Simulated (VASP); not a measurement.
Here is a VASP 6.6.1 calculation.

INCAR

```
SYSTEM = Mg8HO8
PREC = Accurate
ENCUT = 520
EDIFF = 1E-7
ISMEAR = 0
SIGMA = 0.02
LREAL = Auto
LASPH = .True.
NELM = 60
ALGO = Normal
ISIF = 2
LWAVE = .False.
LCHARG = .False.
GGA = PE
NBANDS = 46
NELECT = 64.0
```

Contents of KPOINTS:

```
Automatic mesh
0
Gamma
  2 2 2
  0 0 0
```

File POSCAR:

```
Mg8HO8
1.0
    0.0000000000      4.1948000000      4.1948000000
    4.1948000000      0.0000000000      4.1948000000
    4.1948000000      4.1948000000      0.0000000000
Mg O H
8 8 1
Direct
    0.0055938305     -0.0050955945     -0.0089479832
   -0.0001064413      0.0035681081      0.4899433823
   -0.0010840803      0.4937316439      0.0003362496
   -0.0001952417      0.4931736912      0.4898009440
    0.4939722990      0.0160811004      0.0093992562
    0.4928227806      0.0080985983      0.4774117956
    0.4944758987      0.4652349337      0.0101393392
    0.5001518547      0.4974558978      0.4916684943
    0.2414481024      0.2478724850      0.2487147182
    0.2508832364      0.2478082388      0.7425753314
    0.2587047058      0.7470841280      0.2331149280
    0.2512417755      0.7451683036      0.7428010871
    0.7501926194      0.2437036331      0.2437885000
    0.7500865357      0.2456517593      0.7446197673
    0.7500225279      0.7489893439      0.2434787117
    0.7350539954      0.7500566177      0.7505972871
    0.5319800706      0.8045236960      0.8430430533
```

Potentials or basis: VASP PAW PBE potentials, release 64 (Mg, O, H).

Command:

```sh
$ cat potpaw_PBE.64/Mg/POTCAR potpaw_PBE.64/O/POTCAR potpaw_PBE.64/H/POTCAR > POTCAR
$ mpirun -np 1 vasp_std > vasp.out
```

(1) What does it give for the largest force?

Answers

(1) 0.232 eV/Å.

Caveat: the k points lie up to 0.65 Å⁻¹ apart; the cell carries a net charge on a neutralising background, which shifts energy and pressure.
